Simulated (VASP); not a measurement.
A run of VASP 6.6.1 is set up as follows.

File INCAR:

```
SYSTEM = Sb
ALGO     = Normal         ! electronic algorithm
EDIFF    = 1E-6           ! SCF threshold, eV
ENCUT    = 520            ! plane-wave cutoff, eV
GGA      = PE             ! functional
ISIF     = 2              ! what is computed and relaxed
ISMEAR   = -1             ! smearing method
LASPH    = .True.         ! aspherical terms in the spheres
LCHARG   = .False.        ! write CHGCAR
LREAL    = .False.        ! projectors in reciprocal space
LWAVE    = .False.        ! write WAVECAR
NBANDS   = 12             ! bands
NELM     = 80             ! most SCF steps
PREC     = Accurate       ! precision mode
SIGMA    = 0.1            ! smearing width, eV
```

KPOINTS

```
k-points
0
Gamma
  8 8 8
  0 0 0
```

Contents of POSCAR:

```
Sb
1.0
    0.0000000000      3.4984747387      3.4984747387
    3.4984747387      0.0000000000      3.4984747387
    3.4984747387      3.4984747387      0.0000000000
Sb
2
Direct
    0.1250000000      0.1250000000      0.1250000000
    0.8750000000      0.8750000000      0.8750000000
```

Potentials or basis: VASP PAW PBE potentials, release 64 (Sb).

Launch:

```bash
$ cat potpaw_PBE.64/Sb/POTCAR > POTCAR
$ mpirun -np 1 vasp_std > vasp.out
```

Estimate the pressure.

0.0 GPa.

What does it give for the band gap on the k mesh?

Zero (band 5 reaches 4.60 eV, above the bottom of band 6 at 3.40 eV).

Caveat: spin-orbit coupling is left out, which moves the levels of the heavy elements.
